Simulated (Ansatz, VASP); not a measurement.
## Mn in VASP and in Ansatz

```
Mn
1.0
     3.66277    0.00000    0.00000
    -1.83138    3.17205    0.00000
     0.00000    0.00000    4.26670
Mn
4
Direct
  0.00000 0.00000 0.25000
  0.00000 0.00000 0.75000
  0.33333 0.66667 0.75000
  0.66667 0.33333 0.25000
```

Alike in both runs: functional PBEsol; k mesh 15 × 15 × 12; occupations gaussian, width 0.1 eV; no spin polarisation.

Ansatz relaxed the structure, and its values are those at the end. VASP's run is a single point on that final structure, the one shown.

|  | VASP | Ansatz |
| --- | --- | --- |
| version | VASP 6.6.1 | Ansatz 0.2.0 |
| potentials or method | VASP PAW PBE potentials, release 64 (Mn_pv), cutoff 520 eV | scalar-relativistic, plane waves, PAW |
| valence electrons in the cell | 52 | 60 |

```tsv
	VASP	Ansatz	Ansatz less VASP
gap on the k mesh at the Fermi level (eV)	none	none	-
pressure (GPa)	0.8	0.0	-0.79
```

VASP's potentials were made for PBE, not for PBEsol. A gap of «none» marks a metal or a gap that the smearing closes. VASP's potentials hold 52 valence electrons a cell and Ansatz's 60, so a difference there can come from the potentials and not from the codes.
